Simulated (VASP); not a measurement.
# NaAl2 (I-4m2) in VASP: single point with PBE

Aim: the single point of NaAl2 with PBE.

Everything below comes from runs of VASP 6.6.1. Logs are shortened: lines on timing, memory, paths and dates and some standing lists are left out, and cuts for length are marked.

### 1 The cell of the first run

Symmetry: I-4m2, No. 119, tetragonal system. Conventional cell: a = 4.375 Å, b = 4.375 Å, c = 7.960 Å, α = 90.00°, β = 90.00°, γ = 90.00°. Na (site symmetry -4m2) has 10 Al at 2.96 to 3.98 Å within 4.0 Å. Al (site symmetry -4m2) has 4 Na at 2.96 Å and 4 Al at 2.96 Å within 3.9 Å. Al (site symmetry -4m2) has 4 Al at 2.96 Å and 6 Na at 3.09 to 3.98 Å within 4.0 Å.

### 2 Single point, PBE

Input file INCAR:

```
SYSTEM = NaAl2
ALGO = Normal ; EDIFF = 1E-6
ENCUT = 500 ; GGA = PE
GGA_COMPAT = .False. ; ISIF = 2
ISMEAR = 1 ; LASPH = .True.
LCHARG = .False. ; LREAL = .False.
LWAVE = .False. ; NBANDS = 14
NELM = 120 ; PREC = Accurate
SIGMA = 0.017
```

Input file KPOINTS:

```
k-points
0
Gamma
  4 4 4
  0 0 0
```

Input file POSCAR:

```
NaAl2
1.0
   -2.1877210000      2.1877210000      3.9802060000
    2.1877210000     -2.1877210000      3.9802060000
    2.1877210000      2.1877210000     -3.9802060000
Na Al
1 2
Direct
    0.0000000000      0.0000000000      0.0000000000
    0.7500000000      0.2500000000      0.5000000000
    0.5000000000      0.5000000000      0.0000000000
```

Potentials or basis: VASP PAW PBE potentials, release 64 (Na_pv, Al).

On the command line:

```sh
$ cat potpaw_PBE.64/Na_pv/POTCAR potpaw_PBE.64/Al/POTCAR > POTCAR
$ mpirun -np 1 vasp_std > vasp.out
```

OUTCAR:

```text
SYSTEM = NaAl2
   EDIFF = 1E-6
   ENCUT = 500
   GGA = PE
   ISIF = 2
   ISMEAR = 1
   LASPH = .True.
   LREAL = .False.
   NELM = 120
   PREC = Accurate

 ion  position               nearest neighbor table
   1  0.000  0.000  0.000-   2 2.96   2 2.96   2 2.96   2 2.96
   2  0.750  0.250  0.500-   3 2.96   1 2.96   1 2.96   3 2.96   1 2.96   3 2.96   3 2.96   1 2.96

   3  0.500  0.500  0.000-   2 2.96   2 2.96   2 2.96   2 2.96

  LATTYP: Found a body centered tetragonal cell.
 ALAT       =     4.3754420000
 C/A-ratio  =     1.8193389376

  Lattice vectors:

 A1 = (  -2.1877210000,   2.1877210000,   3.9802060000)
 A2 = (   2.1877210000,  -2.1877210000,   3.9802060000)
 A3 = (   2.1877210000,   2.1877210000,  -3.9802060000)

Analysis of symmetry for initial positions (statically):
=====================================================================
 Subroutine PRICEL returns:
 Original cell was already a primitive cell.

 Routine SETGRP: Setting up the symmetry group for a
 body centered tetragonal supercell.

 Subroutine GETGRP returns: Found  8 space group operations
 (whereof  8 operations were pure point group operations)
 out of a pool of 16 trial point group operations.

The static configuration has the point symmetry D_2d.

Analysis of symmetry for dynamics (positions and initial velocities):
=====================================================================
 Subroutine PRICEL returns:
 Original cell was already a primitive cell.

 Routine SETGRP: Setting up the symmetry group for a
 body centered tetragonal supercell.

 Subroutine GETGRP returns: Found  8 space group operations
 (whereof  8 operations were pure point group operations)
 out of a pool of 16 trial point group operations.

The dynamic configuration has the point symmetry D_2d.

 Subroutine INISYM returns: Found  8 space group operations
 (whereof  8 operations are pure point group operations),
 and found     1 'primitive' translations

----------------------------------------------------------------------------------------

                                     Primitive cell

  volume of cell :      76.1990

  direct lattice vectors                    reciprocal lattice vectors
    -2.187721000  2.187721000  3.980206000     0.000000000  0.228548339  0.125621639
     2.187721000 -2.187721000  3.980206000     0.228548339  0.000000000  0.125621639
     2.187721000  2.187721000 -3.980206000     0.228548339  0.228548339  0.000000000

  length of vectors
     5.041258390  5.041258390  5.041258390     0.260797123  0.260797123  0.323216160

  position of ions in fractional coordinates (direct lattice)
     0.000000000  0.000000000  0.000000000
     0.750000000  0.250000000  0.500000000
     0.500000000  0.500000000  0.000000000

  ion indices of the primitive-cell ions
   primitive index   ion index
                 1           1
                 2           2
                 3           3

----------------------------------------------------------------------------------------

 KPOINTS: k-points

Automatic generation of k-mesh.
 Grid dimensions read from file:
 generate k-points for:    4    4    4

 Generating k-lattice:

  Cartesian coordinates                     Fractional coordinates (reciprocal lattice)
     0.000000000  0.057137085  0.031405410     0.250000000  0.000000000  0.000000000
     0.057137085  0.000000000  0.031405410     0.000000000  0.250000000  0.000000000
     0.057137085  0.057137085  0.000000000     0.000000000  0.000000000  0.250000000

  Length of vectors
     0.065199281  0.065199281  0.080804040

  Shift w.r.t. Gamma in fractional coordinates (k-lattice)
     0.000000000  0.000000000  0.000000000

 Subroutine IBZKPT returns following result:
 ===========================================

 Found     13 irreducible k-points:

 Following reciprocal coordinates:
            Coordinates               Weight
  0.000000  0.000000  0.000000      1.000000
  0.250000  0.000000  0.000000      8.000000
  0.500000  0.000000  0.000000      4.000000
  0.250000  0.250000  0.000000      8.000000
  0.500000  0.250000  0.000000     16.000000
 -0.250000  0.250000  0.000000      4.000000
  0.500000  0.500000  0.000000      2.000000
  0.250000  0.250000  0.250000      2.000000
 -0.250000  0.250000  0.250000      4.000000
  0.500000  0.500000  0.250000      4.000000
 -0.250000  0.500000  0.250000      8.000000
 -0.250000 -0.250000  0.250000      2.000000
  0.500000  0.500000  0.500000      1.000000
   k-points           NKPTS =     13   k-points in BZ     NKDIM =     13   number of bands    NBANDS=     14
   number of dos      NEDOS =    301   number of ions     NIONS =      3
   total plane-waves  NPLWV =  64000
   dimension x,y,z NGX =    40 NGY =   40 NGZ =   40
   dimension x,y,z NGXF=    80 NGYF=   80 NGZF=   80
   ions per type =               1   2
   NGX,Y,Z   is equivalent  to a cutoff of  13.19, 13.19, 13.19 a.u.
   NGXF,Y,Z  is equivalent  to a cutoff of  26.38, 26.38, 26.38 a.u.
 SYSTEM =  NaAl2
   PREC   = accura    normal or accurate (medium, high low for compatibility)
   ISTART =      0    job   : 0-new  1-cont  2-samecut
   ICHARG =      2    charge: 1-file 2-atom 10-const
   ISPIN  =      1    spin polarized calculation?
   LNONCOLLINEAR =      F non collinear calculations
   LSORBIT =      F    spin-orbit coupling
   LASPH  =      T    aspherical Exc in radial PAW
   ENCUT  =  500.0 eV  36.75 Ry    6.06 a.u.   9.19  9.19  9.19*2*pi/ulx,y,z
   NELM   =    120;   NELMIN=  2; NELMDL= -5     # of ELM steps
   EDIFF  = 0.1E-05   stopping-criterion for ELM
   LREAL  =      F    real-space projection
[... 7 lines left out ...]
   TEBEG  =    0.0;   TEEND  =   0.0 temperature during run
   PSTRESS=    0.0 pullay stress
   NELECT =      13.0000    total number of electrons
   NUPDOWN=      -1.0000    fix difference up-down
   EMIN   =  10.00;   EMAX   =-10.00  energy-range for DOS
   EFERMI =   0.00;   METHOD = LEGACY
   ISMEAR =     1;   SIGMA  =   0.02  broadening in eV -4-tet -1-fermi 0-gaus
   EFERMI_NEDOS =   21; number of points for ismear=-14 and -15
   IALGO  =     38    algorithm
   IMIX   =      4    mixing-type and parameters
     AMIX     =   0.40;   BMIX     =  1.00
     AMIX_MAG =   1.60;   BMIX_MAG =  1.00
  volume/ion in A,a.u.               =      25.40       171.41
  Fermi-wavevector in a.u.,A,eV,Ry     =   0.907973  1.715820 11.216840  0.824414
  Thomas-Fermi vector in A             =   2.031844
   LORBIT       =      0    0 simple, 1 ext, 2 COOP (PROOUT), +10 PAW based schemes
   GGA     = PE    functional components
   LHFCALC =     F    Hartree Fock is set to
   AEXX    =    0.0000 exact exchange contribution
   IVDW    =     0    specifies the selected vdW correction
   LEPSILON=     F    determine dielectric tensor
   LRPA    =     F    only Hartree local field effects (RPA)
 non-spin polarized calculation
 Methfessel and Paxton  Order N= 1 SIGMA  =   0.02
  energy-cutoff  :      500.00
  volume of cell :       76.20
 maximum number of plane-waves:      1952
 NGX is ok and might be reduce to    40
   NGX = 19   NGY = 19   NGZ = 19

 number of electron      13.0000004 magnetization

 Free energy of the ion-electron system (eV)
  ---------------------------------------------------
  ext. energy  EPLUGINS =         0.00000000
  ---------------------------------------------------
  free energy    TOTEN  =        -7.75164652 eV

  energy without entropy =       -7.75149666  energy(sigma->0) =       -7.75159657

 E-fermi :   2.7861     XC(G=0):  -8.1831

 val. band max:        2.7861215626   @ k =   0.5000   0.5000   0.5000
 cond. band min:       2.7861215658   @ k =   0.5000   0.5000   0.5000
 fundamental gap:      0.0000000032
 Fermi energy:         2.7861215642

 k-point     1 :       0.0000    0.0000    0.0000
  band No.  band energies     occupation
      1     -21.2582      2.00000
      2     -21.2466      2.00000
      3     -21.2466      2.00000
      4      -4.5278      2.00000
      5       2.9268     -0.00000
      6       3.8393      0.00000
      7       4.3855      0.00000
      8       4.3855      0.00000
      9       5.1874      0.00000
     10       5.1874      0.00000
     11       5.7841      0.00000
     12       7.7447      0.00000
     13       8.1725      0.00000
     14       8.6619      0.00000

 k-point     2 :       0.2500    0.0000    0.0000
  band No.  band energies     occupation
      1     -21.2586      2.00000
      2     -21.2494      2.00000
      3     -21.2465      2.00000
      4      -3.9706      2.00000
      5       0.8473      2.00000
      6       2.6871      2.00000
      7       3.7527      0.00000
      8       4.0174      0.00000
      9       6.0634      0.00000
     10       6.0891      0.00000
     11       6.8776      0.00000
     12       8.7099      0.00000
     13       8.9403      0.00000
     14       9.7009      0.00000

 k-point     3 :       0.5000    0.0000    0.0000
  band No.  band energies     occupation
      1     -21.2590      2.00000
      2     -21.2521      2.00000
      3     -21.2464      2.00000
      4      -2.9044      2.00000
      5      -1.1422      2.00000
      6       2.1824      2.00000
      7       3.1652      0.00000
      8       3.9051      0.00000
      9       6.2518      0.00000
     10       6.3975      0.00000
     11       8.7247      0.00000
     12       9.8468      0.00000
     13      10.1255      0.00000
     14      10.1456      0.00000

 k-point     4 :       0.2500    0.2500    0.0000
  band No.  band energies     occupation
      1     -21.2589      2.00000
      2     -21.2493      2.00000
      3     -21.2491      2.00000
      4      -3.1852      2.00000
      5      -0.1159      2.00000
      6       1.4976      2.00000
      7       2.4193      2.00000
      8       4.4191      0.00000
      9       5.8281      0.00000
     10       6.9988      0.00000
     11       8.5230      0.00000
     12       8.9319      0.00000
     13       9.2955      0.00000
     14      10.5802      0.00000

 k-point     5 :       0.5000    0.2500    0.0000
  band No.  band energies     occupation
      1     -21.2587      2.00000
      2     -21.2518      2.00000
      3     -21.2489      2.00000
      4      -2.5299      2.00000
      5      -0.7285      2.00000
      6       1.3483      2.00000
      7       2.1343      2.00000
      8       3.9848      0.00000
      9       5.6947      0.00000
     10       6.1052      0.00000
     11       8.7402      0.00000
[... 89 lines left out ...]
 k-point    11 :      -0.2500    0.5000    0.2500
  band No.  band energies     occupation
      1     -21.2598      2.00000
      2     -21.2496      2.00000
      3     -21.2467      2.00000
      4      -2.9622      2.00000
      5      -1.1163      2.00000
      6       1.1305      2.00000
      7       3.2131      0.00000
      8       5.3527      0.00000
      9       6.3444      0.00000
     10       7.9174      0.00000
     11       7.9643      0.00000
     12       9.6968      0.00000
     13      10.4587      0.00000
     14      10.6557      0.00000

 k-point    12 :      -0.2500   -0.2500    0.2500
  band No.  band energies     occupation
      1     -21.2594      2.00000
      2     -21.2468      2.00000
      3     -21.2468      2.00000
      4      -3.9809      2.00000
      5       0.1248      2.00000
      6       3.2678      0.00000
      7       3.2678      0.00000
      8       5.0627      0.00000
      9       5.7360      0.00000
     10       7.1812      0.00000
     11       7.2199      0.00000
     12       7.2199      0.00000
     13      10.2433      0.00000
     14      10.8163      0.00000

 k-point    13 :       0.5000    0.5000    0.5000
  band No.  band energies     occupation
      1     -21.2606      2.00000
      2     -21.2471      2.00000
      3     -21.2471      2.00000
      4      -2.4522      2.00000
      5      -2.3163      2.00000
      6       2.7861      1.00000
      7       2.7861      1.00000
      8       4.7048      0.00000
      9       4.9533      0.00000
     10       9.8880      0.00000
     11       9.8880      0.00000
     12      10.7757      0.00000
     13      10.8297      0.00000
     14      10.8420      0.00000

------------------------ aborting loop because EDIFF is reached ----------------------------------------

  FORCE on cell =-STRESS in cart. coord.  units (eV):
  Direction    XX          YY          ZZ          XY          YZ          ZX
  --------------------------------------------------------------------------------------
  -------------------------------------------------------------------------------------
  Total       -0.5176139     -0.5176139     -2.1392878      0.0000000      0.0000000      0.0000000
  in kB      -10.8834638    -10.8834638    -44.9811329      0.0000000      0.0000000      0.0000000
  external PRESSURE =     -22.2493535 kB  Pullay stress =       0.0000000 kB

 VOLUME and BASIS-vectors are now :
 -----------------------------------------------------------------------------
  energy-cutoff  :      500.00
  volume of cell :       76.20
      direct lattice vectors                 reciprocal lattice vectors
    -2.187721000  2.187721000  3.980206000     0.000000000  0.228548339  0.125621639
     2.187721000 -2.187721000  3.980206000     0.228548339  0.000000000  0.125621639
     2.187721000  2.187721000 -3.980206000     0.228548339  0.228548339  0.000000000

 POSITION                                       TOTAL-FORCE (eV/Angst)
 -----------------------------------------------------------------------------------
      0.00000      0.00000      0.00000         0.000000     -0.000000      0.000000
      0.00000      2.18772      1.99010        -0.000000     -0.000000     -0.000000
      0.00000      0.00000      3.98021         0.000000      0.000000      0.000000
 -----------------------------------------------------------------------------------
    total drift:                                0.000000     -0.000000     -0.000000

  FREE ENERGIE OF THE ION-ELECTRON SYSTEM (eV)
  ---------------------------------------------------
  free  energy   TOTEN  =        -7.7516465210 eV

  energy  without entropy=       -7.7514966581  energy(sigma->0) =       -7.75159657
```

Wall time 12 s (1 thread of Intel Xeon Platinum 8375C at 2.90GHz (Ice Lake), shared host); peak memory 0.23 GiB.

Results:

```
Free energy            : -7.7516 eV
Pressure               : -2.2 GPa
Band gap on the k mesh : zero (an odd number of electrons rules out a gap without spin polarisation)
```

Stress tensor (GPa, compression positive):
```
-1.09  0.00  0.00
 0.00 -1.09  0.00
 0.00  0.00 -4.50
```

Levels at points of the mesh, in eV from the Fermi level:
```csv
k point,band 3,band 4,band 5,band 6,band 7,band 8,band 9,band 10,band 11,band 12
"(0.00, 0.00, 0.00)",-24.03,-7.31,0.14,1.05,1.60,1.60,2.40,2.40,3.00,4.96
"(0.50, 0.00, 0.00)",-24.03,-5.69,-3.93,-0.60,0.38,1.12,3.47,3.61,5.94,7.06
"(0.50, 0.50, 0.00)",-24.04,-4.27,-4.14,-1.37,-1.03,0.62,0.71,5.45,5.49,6.76
"(0.50, 0.50, 0.50)",-24.03,-5.24,-5.10,0.00,0.00,1.92,2.17,7.10,7.10,7.99
```

Caveat: the k points lie up to 0.41 Å⁻¹ apart, too coarse for converged energies and pressures of a metal.
